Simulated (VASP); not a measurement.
# Na in VASP: single point with PBEsol

Aim: the single point of Na with PBEsol.

Everything below comes from runs of VASP 6.6.1. Logs are shortened: lines on timing, memory, paths and dates and some standing lists are left out, and cuts for length are marked.

### 1 The cell of the first run

The cell holds a slab with vacuum, 7 atoms: a = 4.167 Å, b = 3.609 Å, c = 33.678 Å, α = 90.00°, β = 90.00°, γ = 54.74°.

### 2 Single point, PBEsol

INCAR

```
PREC = Accurate
ENCUT = 520
EDIFF = 1E-6
ISMEAR = 1
SIGMA = 0.1
LREAL = False
LASPH = True
NELM = 100
ALGO = Fast
ISIF = 2
LWAVE = False
LCHARG = False
LDIPOL = True
IDIPOL = 3
DIPOL = 0.5 0.5 0.500
GGA = PS
NBANDS = 34
```

KPOINTS

```
regular mesh
0
Gamma
  11 11 1
```

POSCAR

```
Na
1.0
    4.1667638300      0.0000000000      0.0000000000
    2.0833819150      2.9463469600      0.0000000000
    0.0000000000      0.0000000000     33.6780817570
Na
7
Direct
    0.0000000000      0.0000000000      0.2403400931
    0.5000000000      0.0000000000      0.3252759551
    0.0000000000      0.0000000000      0.4128337004
    0.5000000000      0.0000000000      0.4999999850
    0.0000000000      0.0000000000      0.5871662945
    0.5000000000      0.0000000000      0.6747240496
    0.0000000000      0.0000000000      0.7596599223
```

Potentials or basis: VASP PAW PBE potentials, release 64 (Na_pv).

Started as:

```console
$ cat potpaw_PBE.64/Na_pv/POTCAR > POTCAR
$ mpirun -np 1 vasp_std > vasp.out
```

OUTCAR:

```text
PREC = Accurate
   ENCUT = 520
   EDIFF = 1E-6
   ISMEAR = 1
   LREAL = False
   LASPH = True
   NELM = 100
   ISIF = 2
   GGA = PS

 ion  position               nearest neighbor table
   1  0.000  0.000  0.240-
   2  0.500  0.000  0.325-
   3  0.000  0.000  0.413-
   4  0.500  0.000  0.500-
   5  0.000  0.000  0.587-
   6  0.500  0.000  0.675-
   7  0.000  0.000  0.760-

  LATTYP: Found a base centered orthorhombic cell.
 ALAT       =     4.1667638300
 B/A-ratio  =     1.4142135625
 C/A-ratio  =     8.0825511431

  Lattice vectors:

 A1 = (   2.0833819150,  -2.9463469600,   0.0000000000)
 A2 = (   2.0833819150,   2.9463469600,   0.0000000000)
 A3 = (   0.0000000000,   0.0000000000,  33.6780817570)

Analysis of symmetry for initial positions (statically):
=====================================================================
 Subroutine PRICEL returns:
 Original cell was already a primitive cell.

 Routine SETGRP: Setting up the symmetry group for a
 base centered orthorhombic supercell.

 Subroutine GETGRP returns: Found  8 space group operations
 (whereof  8 operations were pure point group operations)
 out of a pool of  8 trial point group operations.

The static configuration has the point symmetry D_2h.

Analysis of symmetry for dynamics (positions and initial velocities):
=====================================================================
 Subroutine PRICEL returns:
 Original cell was already a primitive cell.

 Routine SETGRP: Setting up the symmetry group for a
 base centered orthorhombic supercell.

 Subroutine GETGRP returns: Found  8 space group operations
 (whereof  8 operations were pure point group operations)
 out of a pool of  8 trial point group operations.

The dynamic configuration has the point symmetry D_2h.

 Subroutine INISYM returns: Found  8 space group operations
 (whereof  8 operations are pure point group operations),
 and found     1 'primitive' translations

----------------------------------------------------------------------------------------

                                     Primitive cell

  volume of cell :     413.4568

  direct lattice vectors                    reciprocal lattice vectors
     4.166763830  0.000000000  0.000000000     0.239994404 -0.169701670  0.000000000
     2.083381915  2.946346960  0.000000000     0.000000000  0.339403340  0.000000000
     0.000000000  0.000000000 33.678081757     0.000000000  0.000000000  0.029692903

  length of vectors
     4.166763830  3.608523329 33.678081757     0.293931915  0.339403340  0.029692903

  position of ions in fractional coordinates (direct lattice)
     0.000000000  0.000000000  0.240340093
     0.500000000  0.000000000  0.325275955
     0.000000000  0.000000000  0.412833700
     0.500000000  0.000000000  0.499999985
     0.000000000  0.000000000  0.587166295
     0.500000000  0.000000000  0.674724050
     0.000000000  0.000000000  0.759659922

  ion indices of the primitive-cell ions
   primitive index   ion index
                 1           1
                 2           2
                 3           3
                 4           4
                 5           5
                 6           6
                 7           7

----------------------------------------------------------------------------------------

 KPOINTS: regular mesh

Automatic generation of k-mesh.
 Grid dimensions read from file:
 generate k-points for:   11   11    1

 Generating k-lattice:

  Cartesian coordinates                     Fractional coordinates (reciprocal lattice)
     0.021817673 -0.015427425  0.000000000     0.090909091  0.000000000  0.000000000
     0.000000000  0.030854849  0.000000000     0.000000000  0.090909091  0.000000000
     0.000000000  0.000000000  0.029692903     0.000000000  0.000000000  1.000000000

  Length of vectors
     0.026721083  0.030854849  0.029692903

  Shift w.r.t. Gamma in fractional coordinates (k-lattice)
     0.000000000  0.000000000  0.000000000

 Subroutine IBZKPT returns following result:
 ===========================================

 Found     36 irreducible k-points:

 Following reciprocal coordinates:
            Coordinates               Weight
  0.000000  0.000000  0.000000      1.000000
  0.090909  0.000000  0.000000      4.000000
  0.181818  0.000000  0.000000      4.000000
  0.272727  0.000000  0.000000      4.000000
  0.363636  0.000000  0.000000      4.000000
  0.454545  0.000000  0.000000      4.000000
[... 16 lines left out ...]
 -0.181818  0.181818  0.000000      4.000000
 -0.090909  0.181818  0.000000      4.000000
 [... further k-points ...]
   k-points           NKPTS =     36   k-points in BZ     NKDIM =     36   number of bands    NBANDS=     34
   number of dos      NEDOS =    301   number of ions     NIONS =      7
   total plane-waves  NPLWV = 224000
   dimension x,y,z NGX =    32 NGY =   28 NGZ =  250
   dimension x,y,z NGXF=    64 NGYF=   56 NGZF=  500
   ions per type =               7
   NGX,Y,Z   is equivalent  to a cutoff of  12.77, 12.90, 12.34 a.u.
   NGXF,Y,Z  is equivalent  to a cutoff of  25.53, 25.80, 24.68 a.u.
 SYSTEM =  unknown system
   PREC   = accura    normal or accurate (medium, high low for compatibility)
   ISTART =      0    job   : 0-new  1-cont  2-samecut
   ICHARG =      2    charge: 1-file 2-atom 10-const
   ISPIN  =      1    spin polarized calculation?
   LNONCOLLINEAR =      F non collinear calculations
   LSORBIT =      F    spin-orbit coupling
   LASPH  =      T    aspherical Exc in radial PAW
   ENCUT  =  520.0 eV  38.22 Ry    6.18 a.u.   7.75  6.71 62.62*2*pi/ulx,y,z
   NELM   =    100;   NELMIN=  2; NELMDL= -5     # of ELM steps
   EDIFF  = 0.1E-05   stopping-criterion for ELM
   LREAL  =      F    real-space projection
   EDIFFG = 0.1E-04   stopping-criterion for IOM
   NSW    =      0    number of steps for IOM
   IBRION =     -1    ionic relax: 0-MD 1-quasi-New 2-CG
   NFREE  =      0    steps in history (QN), initial steepest desc. (CG)
   ISIF   =      2    stress and relaxation
   ISYM   =      2    0-nonsym 1-usesym 2-fastsym
   POTIM  = 0.5000    time-step for ionic-motion
   TEBEG  =    0.0;   TEEND  =   0.0 temperature during run
   PSTRESS=    0.0 pullay stress
   NELECT =      49.0000    total number of electrons
   NUPDOWN=      -1.0000    fix difference up-down
   EMIN   =  10.00;   EMAX   =-10.00  energy-range for DOS
   EFERMI =   0.00;   METHOD = LEGACY
   ISMEAR =     1;   SIGMA  =   0.10  broadening in eV -4-tet -1-fermi 0-gaus
   EFERMI_NEDOS =   21; number of points for ismear=-14 and -15
   IALGO  =     68    algorithm
   IMIX   =      4    mixing-type and parameters
     AMIX     =   0.40;   BMIX     =  1.00
     AMIX_MAG =   1.60;   BMIX_MAG =  1.00
  volume/ion in A,a.u.               =      59.07       398.59
  Fermi-wavevector in a.u.,A,eV,Ry     =   0.804137  1.519599  8.798025  0.646637
  Thomas-Fermi vector in A             =   1.912137
   LORBIT       =      0    0 simple, 1 ext, 2 COOP (PROOUT), +10 PAW based schemes
   GGA     = PS    functional components
   LHFCALC =     F    Hartree Fock is set to
   AEXX    =    0.0000 exact exchange contribution
   IVDW    =     0    specifies the selected vdW correction
   LEPSILON=     F    determine dielectric tensor
   LRPA    =     F    only Hartree local field effects (RPA)
 non-spin polarized calculation
 RMM-DIIS sequential band-by-band and
 Methfessel and Paxton  Order N= 1 SIGMA  =   0.10
  energy-cutoff  :      520.00
  volume of cell :      413.46
 maximum number of plane-waves:     11170
   NGX = 15   NGY = 13   NGZ =125

 dipolmoment           0.000000      0.000000      0.000000 electrons x Angstroem

 number of electron      49.0000019 magnetization

 dipolmoment           0.000000      0.000000     -0.000000 electrons x Angstroem

 Free energy of the ion-electron system (eV)
  ---------------------------------------------------
  ext. energy  EPLUGINS =         0.00000000
  ---------------------------------------------------
  free energy    TOTEN  =        -9.45010442 eV

  energy without entropy =       -9.45121312  energy(sigma->0) =       -9.45047399

 E-fermi :  -0.7699     XC(G=0):  -4.4342

 val. band max:       -0.7705451073   @ k =  -0.1818   0.1818   0.0000
 cond. band min:      -0.7465182249   @ k =   0.0000   0.0000   0.0000
 fundamental gap:      0.0240268824
 Fermi energy:        -0.7698620723

 k-point     1 :       0.0000    0.0000    0.0000
  band No.  band energies     occupation
      1     -25.8157      2.00000
      2     -25.8157      2.00000
      3     -25.7820      2.00000
      4     -25.7820      2.00000
      5     -25.7796      2.00000
      6     -25.7796      2.00000
[... 26 lines left out ...]
     33       2.8999      0.00000
     34       2.9503      0.00000

 k-point     2 :       0.0909    0.0000    0.0000
  band No.  band energies     occupation
      1     -25.8154      2.00000
      2     -25.8154      2.00000
      3     -25.7835      2.00000
      4     -25.7835      2.00000
      5     -25.7804      2.00000
      6     -25.7804      2.00000
[... 26 lines left out ...]
     33       2.9994      0.00000
     34       3.0515      0.00000

 k-point     3 :       0.1818    0.0000    0.0000
  band No.  band energies     occupation
      1     -25.8147      2.00000
      2     -25.8147      2.00000
      3     -25.7893      2.00000
      4     -25.7893      2.00000
      5     -25.7810      2.00000
      6     -25.7810      2.00000
[... 26 lines left out ...]
     33       3.2773      0.00000
     34       3.3419      0.00000
[... 704 lines left out ...]
 k-point    23 :      -0.1818    0.1818    0.0000
  band No.  band energies     occupation
      1     -25.8124      2.00000
      2     -25.8124      2.00000
      3     -25.8032      2.00000
      4     -25.8032      2.00000
      5     -25.7869      2.00000
      6     -25.7869      2.00000
[... 26 lines left out ...]
     33       3.0529      0.00000
     34       3.3468      0.00000

 k-point    24 :      -0.0909    0.1818    0.0000
  band No.  band energies     occupation
      1     -25.8132      2.00000
      2     -25.8132      2.00000
      3     -25.7962      2.00000
      4     -25.7962      2.00000
      5     -25.7866      2.00000
      6     -25.7866      2.00000
[... 26 lines left out ...]
     33       3.7397      0.00000
     34       4.2993      0.00000

 [... further k-points ...]

------------------------ aborting loop because EDIFF is reached ----------------------------------------

 vacuum level on the upper side and lower side of the slab       (xc-potential included)        -0.175        -0.175

  FORCE on cell =-STRESS in cart. coord.  units (eV):
  Direction    XX          YY          ZZ          XY          YZ          ZX
  --------------------------------------------------------------------------------------
  -------------------------------------------------------------------------------------
  Total        0.0409574     -0.0337727      0.0187652      0.0000000      0.0000000      0.0000000
  in kB        0.1587131     -0.1308719      0.0727166      0.0000000      0.0000000      0.0000000
  external PRESSURE =       0.0335193 kB  Pullay stress =       0.0000000 kB

 VOLUME and BASIS-vectors are now :
 -----------------------------------------------------------------------------
  energy-cutoff  :      520.00
  volume of cell :      413.46
      direct lattice vectors                 reciprocal lattice vectors
     4.166763830  0.000000000  0.000000000     0.239994404 -0.169701670  0.000000000
     2.083381915  2.946346960  0.000000000     0.000000000  0.339403340  0.000000000
     0.000000000  0.000000000 33.678081757     0.000000000  0.000000000  0.029692903

 POSITION                                       TOTAL-FORCE (eV/Angst)
 -----------------------------------------------------------------------------------
      0.00000      0.00000      8.09419         0.000000      0.000000     -0.002930
      2.08338      0.00000     10.95467        -0.000000      0.000000      0.002271
      0.00000      0.00000     13.90345         0.000000     -0.000000     -0.003020
      2.08338      0.00000     16.83904         0.000000      0.000000      0.000000
      0.00000      0.00000     19.77463         0.000000      0.000000      0.003020
      2.08338      0.00000     22.72341        -0.000000     -0.000000     -0.002271
      0.00000      0.00000     25.58389         0.000000      0.000000      0.002930
 -----------------------------------------------------------------------------------
    total drift:                                0.000000     -0.000000      0.000000

  FREE ENERGIE OF THE ION-ELECTRON SYSTEM (eV)
  ---------------------------------------------------
  free  energy   TOTEN  =        -9.4501044213 eV

  energy  without entropy=       -9.4512131153  energy(sigma->0) =       -9.45047399

 vacuum level on the upper side and lower side of the slab         1.875         1.875
```

Run time: 6.9 min. Hardware: 1 thread of Intel Xeon 6975P-C (Granite Rapids), shared host; peak memory 0.7 GiB.

Results:

```
Free energy            : -9.4501 eV
Largest force          : 0.003 eV/Å
Band gap on the k mesh : zero (an odd number of electrons rules out a gap without spin polarisation)
```

Forces on the atoms (eV/Å):
```
Na   0.000  0.000 -0.003
Na   0.000  0.000  0.002
Na   0.000  0.000 -0.003
Na   0.000  0.000  0.000
Na   0.000  0.000  0.003
Na   0.000  0.000 -0.002
Na   0.000  0.000  0.003
```

Caveat: the PAW data sets were made with another functional, which shifts forces and pressure a little.
